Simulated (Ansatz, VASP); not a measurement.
## InSe2 in VASP and in Ansatz

Contents of INCAR:

```
SYSTEM = InSe2
PREC = Accurate
ENCUT = 520
EDIFF = 1E-6
ISMEAR = 1
SIGMA = 0.05
LREAL = .FALSE.
LASPH = .TRUE.
NELM = 60
ALGO = Normal
ISIF = 2
LWAVE = .FALSE.
LCHARG = .FALSE.
GGA = PE
NBANDS = 34
```

The input KPOINTS:

```
Automatic mesh
0
G
  10 10 4
  0 0 0
```

Contents of POSCAR:

```
InSe2
1.0
    3.8948930000      0.0000000000      0.0000000000
    0.0000000000      3.8948930000      0.0000000000
    0.0000000000      0.0000000000      9.6262310000
In Se
2 4
Direct
    0.0000000000      0.5000000000      0.7064680000
    0.5000000000      0.0000000000      0.2935320000
    0.0000000000      0.5000000000      0.3662120000
    0.5000000000      0.0000000000      0.6337880000
    0.0000000000      0.0000000000      0.0000000000
    0.5000000000      0.5000000000      0.0000000000
```

Input for Ansatz:

```yaml
crystal:
  lattice:
    - [3.894893, 0.0, 0.0]
    - [0.0, 3.894893, 0.0]
    - [0.0, 0.0, 9.626231]
  atoms:
    - { symbol: In, position: [0.0, 0.5, 0.706468] }
    - { symbol: In, position: [0.5, 0.0, 0.293532] }
    - { symbol: Se, position: [0.0, 0.5, 0.366212] }
    - { symbol: Se, position: [0.5, 0.0, 0.633788] }
    - { symbol: Se, position: [0.0, 0.0, 0.0] }
    - { symbol: Se, position: [0.5, 0.5, 0.0] }
basis:
  ecutwfc: 420
kpoints:
  mp_grid: { grid: [10, 10, 4] }
hamiltonian:
  xc: pbe
scf:
  occupations: { method: methfessel_paxton, width: 0.05 }
output:
  forces: true
  stress: true
  eigenvalues: true
```

Alike in both runs: task single point; functional PBE; k mesh 10 × 10 × 4; occupations methfessel-paxton of order 1, width 0.05 eV; no spin polarisation.

|  | VASP | Ansatz |
| --- | --- | --- |
| version | VASP 6.6.1 | Ansatz 0.2.0 |
| potentials or method | VASP PAW PBE potentials, release 64 (In_d, Se), cutoff 520 eV | scalar-relativistic, plane waves, PAW |
| valence electrons in the cell | 50 | 90 |

VASP gave:

```
gap on the k mesh at the Fermi level (eV)                     : none
pressure (GPa)                                                : -0.1
traceless stress, the component that is largest in VASP (GPa) : 0.55
rms of the force components (eV/Å)                            : 0.019
```

Problem. Estimate Ansatz's values.

Solution. gap on the k mesh at the Fermi level (eV): none; pressure (GPa): -0.1; traceless stress, the component that is largest in VASP (GPa): 0.57; rms of the force components (eV/Å): 0.019.

Atom by atom the forces differ by 0.000 eV/Å (rms over components). A gap of «none» marks a metal or a gap that the smearing closes. VASP's potentials hold 50 valence electrons a cell and Ansatz's 90, so a difference there can come from the potentials and not from the codes.
